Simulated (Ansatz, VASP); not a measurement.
Be2ZnSe3: VASP beside Ansatz

```
Be Zn Se
1.0
     3.72362   -0.04456    0.07320
     0.08912   -7.58071    0.03363
    -2.04174    1.95367   -8.11371
Be Zn Se
4 2 6
Direct
  0.65870 0.84737 0.33933
  0.66457 0.33114 0.34216
  0.32887 0.66158 0.66032
  0.33812 0.16011 0.65335
  0.99892 0.49496 0.99892
  0.99938 0.00139 0.00103
  0.09072 0.80035 0.18448
  0.09298 0.29436 0.18553
  0.74743 0.61920 0.49394
  0.75091 0.12707 0.50908
  0.40132 0.96402 0.81722
  0.42807 0.44847 0.81464
```

Change from the starting cell: cell x2, atoms moved at random (sigma 0.05 Å) and cell strained at random (1.5 %), then relaxed without symmetry.

Alike in both runs: task relaxation of cell and atoms; functional PBE; k mesh 4 × 2 × 4; occupations gaussian, width 0.1 eV; no spin polarisation.

|  | VASP | Ansatz |
| --- | --- | --- |
| version | VASP 6.6.1 | Ansatz 0.2.0 |
| potentials or method | VASP PAW PBE potentials, release 64 (Be, Zn, Se), cutoff 600 eV | scalar-relativistic, plane waves, PAW |
| valence electrons in the cell | 68 | 128 |

```csv
,VASP,Ansatz,Ansatz less VASP
"gap on the k mesh at the Fermi level, each at its own relaxed structure (eV)",2.63,2.63,+0.004
relaxed volume (Å³/atom),19.38,19.33,-0.052
relaxed cell length with the largest relative difference (Å),8.522,8.513,-0.0089
```

VASP's potentials hold 68 valence electrons a cell and Ansatz's 128, so a difference there can come from the potentials and not from the codes.

The k mesh is coarse, so the values compare programs but aren't converged.
